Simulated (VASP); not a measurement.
Wanted: the native input for a VASP 6.6.1 run.

* Task: single point
* Functional: PBE
* Potentials or basis: VASP PAW PBE potentials, release 64 (K_sv, Br)
* Cutoff: 520 eV
* k mesh: 6 × 6 × 6
* Occupations: gaussian, width 0.05 eV
* Spin: no spin polarisation
* Dipole correction: no
* Further INCAR settings: ALGO = Normal; EDIFF = 1e-07; NBANDS = 15

The structure of KBr lies in POSCAR:

```
KBr
1.0
    0.0000000000      3.4242000000      3.2925000000
    3.4242000000      0.0000000000      3.2925000000
    3.4242000000      3.4242000000      0.0000000000
K Br
1 1
Direct
    0.0000000000      0.0000000000      0.0000000000
    0.5000000000      0.5000000000      0.5000000000
```

This cell differs from its parent crystal: strain +0.040 along x and y, +0.000 along z.

These files were run (other wordings do the same):

INCAR

```
SYSTEM = KBr
PREC = Accurate ; ENCUT = 520
EDIFF = 1E-7 ; ISMEAR = 0
SIGMA = 0.05 ; LREAL = .FALSE.
LASPH = .TRUE. ; NELM = 100
ALGO = Normal ; ISIF = 2
LWAVE = .FALSE. ; LCHARG = .TRUE.
GGA = PE ; LELF = .TRUE.
LVHAR = .TRUE. ; NBANDS = 15
```

KPOINTS

```
regular mesh
0
G
  6 6 6
  0 0 0
```

Potentials or basis: VASP PAW PBE potentials, release 64 (K_sv, Br).

Run with:

```console
$ cat potpaw_PBE.64/K_sv/POTCAR potpaw_PBE.64/Br/POTCAR > POTCAR
$ mpirun -np 1 vasp_std > vasp.out
```

Results of the run:

* Pressure: -0.2 GPa
* Band gap on the k mesh: 4.24 eV

Caveat: the cell differs from its parent crystal (strain +0.040 along x and y, +0.000 along z).

It took 48 s on 1 thread of Intel Xeon 8259CL (shared host), peak memory 0.21 GiB.
